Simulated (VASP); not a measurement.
Wanted: the native input for a VASP 6.6.1 run.

| Item | Value |
| --- | --- |
| Task | relaxation of cell and atoms |
| Functional | PBEsol |
| Dispersion | D4 |
| Potentials or basis | VASP PAW PBE potentials, release 64 (Al, O) |
| Cutoff | 600 eV |
| k mesh | 10 × 10 × 4 |
| Occupations | fermi-dirac, width 0.05 eV |
| Spin | no spin polarisation |
| Dipole correction | no |
| Further INCAR settings | ALGO = Normal; EDIFF = 1e-06; IBRION = 2; EDIFFG = -0.01; NSW = 60; ISIF = 3 |

The structure of Al2O3 lies in POSCAR:

```
Al2O3
1.0
    3.0174825440      0.0000000000      0.0000000000
   -1.5087412720      2.6132165386      0.0000000000
    0.0000000000      0.0000000000      7.5746360022
Al O
2 3
Direct
    0.0000000000      0.0000000000      0.7220490000
    0.0000000000      0.0000000000      0.2779510000
    0.0000000000      0.0000000000      0.5000000000
    0.6666666667      0.3333333333      0.8005460000
    0.3333333333      0.6666666667      0.1994540000
```

One way to write it, as run:

INCAR

```
SYSTEM = Al2O3
ALGO     = Normal         ! electronic algorithm
EDIFF    = 1E-6           ! SCF threshold, eV
EDIFFG   = -0.01          ! ionic threshold
ENCUT    = 600            ! plane-wave cutoff, eV
GGA      = PS             ! functional
IBRION   = 2              ! ionic algorithm
ISIF     = 3              ! what is computed and relaxed
ISMEAR   = -1             ! smearing method
IVDW     = 13             ! dispersion correction
LASPH    = .TRUE.         ! aspherical terms in the spheres
LCHARG   = .FALSE.        ! write CHGCAR
LREAL    = .FALSE.        ! projectors in reciprocal space
LWAVE    = .FALSE.        ! write WAVECAR
NELM     = 100            ! most SCF steps
NSW      = 60             ! ionic steps
PREC     = Accurate       ! precision mode
SIGMA    = 0.05           ! smearing width, eV
```

KPOINTS

```
k-points
0
G
  10 10 4
  0 0 0
```

Potentials or basis: VASP PAW PBE potentials, release 64 (Al, O).

Command:

```sh
$ cat potpaw_PBE.64/Al/POTCAR potpaw_PBE.64/O/POTCAR > POTCAR
$ mpirun -np 1 vasp_std > vasp.out
```

Results of the run:

The relaxed volume is 11.24 Å³/atom, the relaxed cell is a = 2.978 Å, b = 2.978 Å, c = 7.315 Å, α = 90.00°, β = 90.00°, γ = 120.00° and the space group after relaxing (to 0.1 Å) is P-3m1 (No. 164). The energy gained by relaxing is 7.7 meV/atom. The ionic steps are 22. The pressure after relaxing is 0.0 GPa. The largest force after relaxing is 0.004 eV/Å and the band gap on the k mesh is 2.37 eV. The dispersion energy per atom is -0.120 eV.

Caveat: the PAW data sets were made with another functional, which shifts forces and pressure a little.

Wall time 7.9 min on 1 thread of Intel(R) Xeon(R) Platinum 8259CL CPU @ 2.50GHz (Skylake/Cascade Lake), with other jobs on the host, peak memory 0.22 GiB.
